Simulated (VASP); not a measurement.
Runs of VASP 6.6.1 on LiCl. It takes space group I-4m2 (No. 119, tetragonal). Conventional cell: a = 3.962 Å, b = 3.962 Å, c = 5.264 Å, α = 90.00°, β = 90.00°, γ = 90.00°. Li (site symmetry -4m2) has 4 Cl at 2.38 Å within 3.1 Å. Cl (site symmetry -4m2) has 4 Li at 2.38 Å within 3.1 Å. 

```csv
level,k mesh,cutoff (eV),smearing,grid for exact exchange (PRECFOCK),screening parameter,gap on the mesh (eV)
r2SCAN,8 × 8 × 8,520,gaussian 0.01 eV,-,-,6.65
PBE,8 × 8 × 8,520,fermi-dirac 0.02 eV,-,-,5.94
HSE06,6 × 6 × 6,520,gaussian 0.01 eV,Normal,0.2079 1/Å,(a)
PBE,4 × 4 × 4,750,gaussian 0.01 eV,-,-,5.94
```

Alike in all rows: task single point; potentials or basis VASP PAW PBE potentials, release 64 (Li_sv, Cl); no spin polarisation; cell as given.

Question: Fill in the values left out.

Answer: (a) 7.27.

Caveats: some runs use coarse meshes.

A k mesh can miss the band edges.
